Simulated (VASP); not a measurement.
# BaTiO3 (P4mm) in VASP: electric field gradients with PBE

Aim: the electric field gradients of BaTiO3 with PBE.

All numbers are computed with VASP 6.6.1; they aren't measurements. Logs are shortened: lines on timing, memory, paths and dates and some standing lists are left out, and cuts for length are marked.

## 1. The cell of the first run

Symmetry: P4mm, No. 99, tetragonal system. Conventional cell: a = 4.000 Å, b = 4.000 Å, c = 4.018 Å, α = 90.00°, β = 90.00°, γ = 90.00°. Within 3.7 Å of Ba (site symmetry 4mm) lie 12 O at 2.79 to 2.88 Å and 8 Ti at 3.43 to 3.51 Å. Within 2.5 Å of Ti (site symmetry 4mm) lie 6 O at 1.87 to 2.15 Å. O (site symmetry 4mm) has 2 Ti at 1.87 to 2.15 Å within 2.5 Å. O (site symmetry 2mm) has 2 Ti at 2.00 Å within 2.7 Å.

## 2. Electric field gradients, PBE

File INCAR:

```
PREC = Accurate
ENCUT = 520
EDIFF = 1E-8
ISMEAR = -1
SIGMA = 0.02
LREAL = False
LASPH = True
NELM = 100
ALGO = Normal
ISIF = 2
LWAVE = False
LCHARG = False
GGA = PE
LEFG = True
NBANDS = 28
```

File KPOINTS:

```
regular mesh
0
Gamma
  8 8 8
```

File POSCAR:

```
BaTiO3
1.0
    3.9998000000      0.0000000000      0.0000000000
    0.0000000000      3.9998000000      0.0000000000
    0.0000000000      0.0000000000      4.0180000000
Ba Ti O
1 1 3
Direct
    0.0000000000      0.0000000000      0.0000000000
    0.5000000000      0.5000000000      0.4820000000
    0.5000000000      0.5000000000      0.0160000000
    0.5000000000      0.0000000000      0.5150000000
    0.0000000000      0.5000000000      0.5150000000
```

Potentials or basis: VASP PAW PBE potentials, release 64 (Ba_sv, Ti_sv, O).

Started as:

```sh
> cat potpaw_PBE.64/Ba_sv/POTCAR potpaw_PBE.64/Ti_sv/POTCAR potpaw_PBE.64/O/POTCAR > POTCAR
> mpirun -np 1 vasp_std > vasp.out
```

OUTCAR:

```text
PREC = Accurate
   ENCUT = 520
   EDIFF = 1E-8
   ISMEAR = -1
   LREAL = False
   LASPH = True
   NELM = 100
   ISIF = 2
   GGA = PE

 ion  position               nearest neighbor table
   1  0.000  0.000  0.000-   4 2.79   5 2.79   5 2.79   4 2.79   3 2.83   3 2.83   3 2.83   3 2.83
                             4 2.88   5 2.88   5 2.88   4 2.88   2 3.43   2 3.43   2 3.43   2 3.43
   2  0.500  0.500  0.482-   3 1.87   4 2.00   5 2.00   4 2.00   5 2.00   3 2.15   1 3.43   1 3.43
                             1 3.43   1 3.43   1 3.51   1 3.51   1 3.51   1 3.51
   3  0.500  0.500  0.016-   2 1.87   2 2.15   1 2.83   1 2.83   1 2.83   1 2.83
   4  0.500  0.000  0.515-   2 2.00   2 2.00   1 2.79   1 2.79   1 2.88   1 2.88
   5  0.000  0.500  0.515-   2 2.00   2 2.00   1 2.79   1 2.79   1 2.88   1 2.88

  LATTYP: Found a simple tetragonal cell.
 ALAT       =     3.9998000000
 C/A-ratio  =     1.0045502275

  Lattice vectors:

 A1 = (   3.9998000000,   0.0000000000,   0.0000000000)
 A2 = (   0.0000000000,   3.9998000000,   0.0000000000)
 A3 = (   0.0000000000,   0.0000000000,   4.0180000000)

Analysis of symmetry for initial positions (statically):
=====================================================================
 Subroutine PRICEL returns:
 Original cell was already a primitive cell.

 Routine SETGRP: Setting up the symmetry group for a
 simple tetragonal supercell.

 Subroutine GETGRP returns: Found  8 space group operations
 (whereof  8 operations were pure point group operations)
 out of a pool of 16 trial point group operations.

The static configuration has the point symmetry C_4v.

Analysis of symmetry for dynamics (positions and initial velocities):
=====================================================================
 Subroutine PRICEL returns:
 Original cell was already a primitive cell.

 Routine SETGRP: Setting up the symmetry group for a
 simple tetragonal supercell.

 Subroutine GETGRP returns: Found  8 space group operations
 (whereof  8 operations were pure point group operations)
 out of a pool of 16 trial point group operations.

The dynamic configuration has the point symmetry C_4v.

 Subroutine INISYM returns: Found  8 space group operations
 (whereof  8 operations are pure point group operations),
 and found     1 'primitive' translations

----------------------------------------------------------------------------------------

                                     Primitive cell

  volume of cell :      64.2816

  direct lattice vectors                    reciprocal lattice vectors
     3.999800000  0.000000000  0.000000000     0.250012501  0.000000000  0.000000000
     0.000000000  3.999800000  0.000000000     0.000000000  0.250012501  0.000000000
     0.000000000  0.000000000  4.018000000     0.000000000  0.000000000  0.248880040

  length of vectors
     3.999800000  3.999800000  4.018000000     0.250012501  0.250012501  0.248880040

  position of ions in fractional coordinates (direct lattice)
     0.000000000  0.000000000  0.000000000
     0.500000000  0.500000000  0.482000000
     0.500000000  0.500000000  0.016000000
     0.500000000  0.000000000  0.515000000
     0.000000000  0.500000000  0.515000000

  ion indices of the primitive-cell ions
   primitive index   ion index
                 1           1
                 2           2
                 3           3
                 4           4
                 5           5

----------------------------------------------------------------------------------------

 KPOINTS: regular mesh

Automatic generation of k-mesh.
 Grid dimensions read from file:
 generate k-points for:    8    8    8

 Generating k-lattice:

  Cartesian coordinates                     Fractional coordinates (reciprocal lattice)
     0.031251563  0.000000000  0.000000000     0.125000000  0.000000000  0.000000000
     0.000000000  0.031251563  0.000000000     0.000000000  0.125000000  0.000000000
     0.000000000  0.000000000  0.031110005     0.000000000  0.000000000  0.125000000

  Length of vectors
     0.031251563  0.031251563  0.031110005

  Shift w.r.t. Gamma in fractional coordinates (k-lattice)
     0.000000000  0.000000000  0.000000000

 Subroutine IBZKPT returns following result:
 ===========================================

 Found     75 irreducible k-points:

 Following reciprocal coordinates:
            Coordinates               Weight
  0.000000  0.000000  0.000000      1.000000
  0.125000  0.000000  0.000000      4.000000
  0.250000  0.000000  0.000000      4.000000
  0.375000  0.000000  0.000000      4.000000
  0.500000  0.000000  0.000000      2.000000
  0.125000  0.125000  0.000000      4.000000
[... 16 lines left out ...]
  0.375000  0.125000  0.125000     16.000000
  0.500000  0.125000  0.125000      8.000000
 [... further k-points ...]
   k-points           NKPTS =     75   k-points in BZ     NKDIM =     75   number of bands    NBANDS=     28
   number of dos      NEDOS =    301   number of ions     NIONS =      5
   total plane-waves  NPLWV =  27000
   dimension x,y,z NGX =    30 NGY =   30 NGZ =   30
   dimension x,y,z NGXF=    60 NGYF=   60 NGZF=   60
   ions per type =               1   1   3
   NGX,Y,Z   is equivalent  to a cutoff of  12.47, 12.47, 12.41 a.u.
   NGXF,Y,Z  is equivalent  to a cutoff of  24.94, 24.94, 24.83 a.u.
 SYSTEM =  unknown system
   PREC   = accura    normal or accurate (medium, high low for compatibility)
   ISTART =      0    job   : 0-new  1-cont  2-samecut
   ICHARG =      2    charge: 1-file 2-atom 10-const
   ISPIN  =      1    spin polarized calculation?
   LNONCOLLINEAR =      F non collinear calculations
   LSORBIT =      F    spin-orbit coupling
   LASPH  =      T    aspherical Exc in radial PAW
   ENCUT  =  520.0 eV  38.22 Ry    6.18 a.u.   7.44  7.44  7.47*2*pi/ulx,y,z
   NELM   =    100;   NELMIN=  2; NELMDL= -5     # of ELM steps
   EDIFF  = 0.1E-07   stopping-criterion for ELM
   LREAL  =      F    real-space projection
   EDIFFG = 0.1E-06   stopping-criterion for IOM
   NSW    =      0    number of steps for IOM
   IBRION =     -1    ionic relax: 0-MD 1-quasi-New 2-CG
   NFREE  =      0    steps in history (QN), initial steepest desc. (CG)
   ISIF   =      2    stress and relaxation
   ISYM   =      2    0-nonsym 1-usesym 2-fastsym
   POTIM  = 0.5000    time-step for ionic-motion
   TEBEG  =    0.0;   TEEND  =   0.0 temperature during run
   PSTRESS=    0.0 pullay stress
   NELECT =      40.0000    total number of electrons
   NUPDOWN=      -1.0000    fix difference up-down
   EMIN   =  10.00;   EMAX   =-10.00  energy-range for DOS
   EFERMI =   0.00;   METHOD = LEGACY
   ISMEAR =    -1;   SIGMA  =   0.02  broadening in eV -4-tet -1-fermi 0-gaus
   EFERMI_NEDOS =   21; number of points for ismear=-14 and -15
   IALGO  =     38    algorithm
   IMIX   =      4    mixing-type and parameters
     AMIX     =   0.40;   BMIX     =  1.00
     AMIX_MAG =   1.60;   BMIX_MAG =  1.00
  volume/ion in A,a.u.               =      12.86        86.76
  Fermi-wavevector in a.u.,A,eV,Ry     =   1.397653  2.641181 26.578078  1.953434
  Thomas-Fermi vector in A             =   2.520888
   LORBIT       =      0    0 simple, 1 ext, 2 COOP (PROOUT), +10 PAW based schemes
   GGA     = PE    functional components
   LHFCALC =     F    Hartree Fock is set to
   AEXX    =    0.0000 exact exchange contribution
   IVDW    =     0    specifies the selected vdW correction
   LEPSILON=     F    determine dielectric tensor
   LRPA    =     F    only Hartree local field effects (RPA)
 non-spin polarized calculation
  energy-cutoff  :      520.00
  volume of cell :       64.28
 maximum number of plane-waves:      1763
 NGX is ok and might be reduce to    30
   NGX = 15   NGY = 15   NGZ = 15

 number of electron      39.9999977 magnetization

 Free energy of the ion-electron system (eV)
  ---------------------------------------------------
  ext. energy  EPLUGINS =         0.00000000
  ---------------------------------------------------
  free energy    TOTEN  =       -39.98160068 eV

  energy without entropy =      -39.98160068  energy(sigma->0) =      -39.98160068

 E-fermi :   4.3356     XC(G=0): -11.2411

 val. band max:        3.8658170004   @ k =   0.5000   0.5000   0.5000
 cond. band min:       5.6384408250   @ k =   0.0000   0.0000   0.0000
 fundamental gap:      1.7726238246
 Fermi energy:         4.3355913320

 k-point     1 :       0.0000    0.0000    0.0000
  band No.  band energies     occupation
      1     -52.7258      2.00000
      2     -28.9798      2.00000
      3     -28.9370      2.00000
      4     -28.9370      2.00000
      5     -21.0190      2.00000
      6     -13.0768      2.00000
[... 20 lines left out ...]
     27       8.8895      0.00000
     28      11.1383      0.00000

 k-point     2 :       0.1250    0.0000    0.0000
  band No.  band energies     occupation
      1     -52.7257      2.00000
      2     -28.9795      2.00000
      3     -28.9447      2.00000
      4     -28.9367      2.00000
      5     -21.0019      2.00000
      6     -13.0902      2.00000
[... 20 lines left out ...]
     27       9.1860      0.00000
     28      11.5097      0.00000

 k-point     3 :       0.2500    0.0000    0.0000
  band No.  band energies     occupation
      1     -52.7253      2.00000
      2     -28.9788      2.00000
      3     -28.9633      2.00000
      4     -28.9360      2.00000
      5     -20.9601      2.00000
      6     -13.1621      2.00000
[... 616 lines left out ...]
      3     -28.9808      2.00000
      4     -28.9425      2.00000
      5     -20.8943      2.00000
      6     -13.1412      2.00000
[... 20 lines left out ...]
     27      11.3399      0.00000
     28      12.4685      0.00000

 k-point    24 :       0.5000    0.1250    0.1250
  band No.  band energies     occupation
      1     -52.7245      2.00000
      2     -28.9885      2.00000
      3     -28.9847      2.00000
      4     -28.9422      2.00000
      5     -20.8781      2.00000
      6     -13.1761      2.00000
[... 20 lines left out ...]
     27      11.7269      0.00000
     28      12.6072      0.00000

 [... further k-points ...]

------------------------ aborting loop because EDIFF is reached ----------------------------------------

  FORCE on cell =-STRESS in cart. coord.  units (eV):
  Direction    XX          YY          ZZ          XY          YZ          ZX
  --------------------------------------------------------------------------------------
  -------------------------------------------------------------------------------------
  Total        1.5725210      1.5725210      2.2026471      0.0000000      0.0000000      0.0000000
  in kB       39.1940877     39.1940877     54.8995807      0.0000000      0.0000000      0.0000000
  external PRESSURE =      44.4292520 kB  Pullay stress =       0.0000000 kB

 VOLUME and BASIS-vectors are now :
 -----------------------------------------------------------------------------
  energy-cutoff  :      520.00
  volume of cell :       64.28
      direct lattice vectors                 reciprocal lattice vectors
     3.999800000  0.000000000  0.000000000     0.250012501  0.000000000  0.000000000
     0.000000000  3.999800000  0.000000000     0.000000000  0.250012501  0.000000000
     0.000000000  0.000000000  4.018000000     0.000000000  0.000000000  0.248880040

 POSITION                                       TOTAL-FORCE (eV/Angst)
 -----------------------------------------------------------------------------------
      0.00000      0.00000      0.00000        -0.000000      0.000000     -0.068567
      1.99990      1.99990      1.93668        -0.000000     -0.000000      0.081472
      1.99990      1.99990      0.06429        -0.000000     -0.000000      0.303992
      1.99990      0.00000      2.06927        -0.000000      0.000000     -0.158449
      0.00000      1.99990      2.06927         0.000000      0.000000     -0.158449
 -----------------------------------------------------------------------------------
    total drift:                                0.000000      0.000000     -0.000158

  FREE ENERGIE OF THE ION-ELECTRON SYSTEM (eV)
  ---------------------------------------------------
  free  energy   TOTEN  =       -39.9816006764 eV

  energy  without entropy=      -39.9816006764  energy(sigma->0) =      -39.98160068

 Electric field gradients (V/A^2)
---------------------------------------------------------------------
 ion       V_xx      V_yy      V_zz      V_xy      V_xz      V_yz
---------------------------------------------------------------------
   1       2.223     2.223    -4.447    -0.000    -0.000    -0.000
   2       0.986     0.986    -1.972     0.000     0.000    -0.000
   3      -8.120    -8.120    16.241     0.000     0.000     0.000
   4     -13.190    27.365   -14.175    -0.000     0.000    -0.000
   5      27.365   -13.190   -14.175     0.000     0.000    -0.000
---------------------------------------------------------------------

 Electric field gradients after diagonalization (V/A^2)
 (convention: |V_zz| > |V_xx| > |V_yy|)
----------------------------------------------------------------------
 ion       V_xx      V_yy      V_zz     asymmetry (V_yy - V_xx)/ V_zz
----------------------------------------------------------------------
   1       2.223     2.223    -4.447       0.000
   2       0.986     0.986    -1.972       0.000
   3      -8.120    -8.120    16.241       0.000
   4     -14.175   -13.190    27.365       0.036
   5     -14.175   -13.190    27.365       0.036
----------------------------------------------------------------------

           NMR quadrupolar parameters

 Cq : quadrupolar parameter    Cq=e*Q*V_zz/h
 eta: asymmetry parameters     (V_yy - V_xx)/ V_zz
 Q  : nuclear electric quadrupole moment in mb (millibarn)
----------------------------------------------------------------------
 ion       Cq(MHz)       eta       Q (mb)
----------------------------------------------------------------------
   1      -0.011       0.000       1.000
   2      -0.005       0.000       1.000
   3       0.039       0.000       1.000
   4       0.066       0.036       1.000
   5       0.066       0.036       1.000
----------------------------------------------------------------------
```

Wall time 2.1 min (1 thread of Intel Xeon Platinum 8259CL at 2.50GHz (Skylake/Cascade Lake), shared host); peak memory 0.27 GiB.

What came out:

```yaml
Free_energy: -39.9816 eV
Pressure: 4.4 GPa
Largest_force: 0.304 eV/Å
Band_gap_on_the_k_mesh: 1.77 eV, indirect (least direct gap 2.11 eV)
```

Forces on the atoms (eV/Å):
```
Ba   0.000  0.000 -0.069
Ti   0.000  0.000  0.081
O    0.000  0.000  0.304
O    0.000  0.000 -0.158
O    0.000  0.000 -0.158
```

Electric field gradients, principal values (V/Å²):
```tsv
atom	least	middle	greatest (by size)
1 Ba	2.223	2.223	-4.447
2 Ti	0.986	0.986	-1.972
3 O	-8.120	-8.120	16.241
4 O	-13.190	-14.175	27.365
5 O	-13.190	-14.175	27.365
```

Caveat: without QUAD_EFG the Cq values of the log hold for a quadrupole moment of 1 mb, not for the nuclei; spin-orbit coupling is left out, which moves the levels of the heavy elements. A k mesh can miss the band edges.
